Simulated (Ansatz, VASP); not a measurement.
## Two plane-wave programs on CoO

```
Co O
1.0
     1.53500    0.88623    2.48778
    -1.53500    0.88623    2.48778
     0.00000   -1.77246    2.48778
Co O
1 1
Cartesian
  0.0000 0.0000 0.0000
  0.0000 0.0000 3.7317
```

Alike in both runs: task single point; functional PBE; k mesh 11 × 11 × 11; occupations fermi-dirac, width 0.05 eV; collinear spin.

|  | VASP | Ansatz |
| --- | --- | --- |
| version | VASP 6.6.1 | Ansatz 0.2.0 |
| potentials or method | VASP PAW PBE potentials, release 64 (Co, O) | Ansatz PAW |
| plane-wave cutoff (eV) | 520 | 420 |
| valence electrons in the cell | 15 | 23 |

Ansatz gave:

| Quantity | Value |
| --- | --- |
| gap on the k mesh at the Fermi level (eV) | none |
| pressure (GPa) | -9.1 |
| traceless stress, the component that is largest in VASP (GPa) | -0.17 |
| net moment per atom (μB) | 1.49 |
| size of the moment on the site where the two differ most (μB) | 2.54 |

Question: Estimate VASP's values.

Answer: gap on the k mesh at the Fermi level (eV): none; pressure (GPa): -9.4; traceless stress, the component that is largest in VASP (GPa): -0.15; net moment per atom (μB): 1.49; size of the moment on the site where the two differ most (μB): 2.61.

Site moments also hang on the region over which each program counts them. A gap of «none» marks a metal or a gap that the smearing closes. The functional is the same, so the differences come from potentials, cutoffs and numerics. VASP's potentials hold 15 valence electrons a cell and Ansatz's 23, so a difference there can come from the potentials and not from the codes.
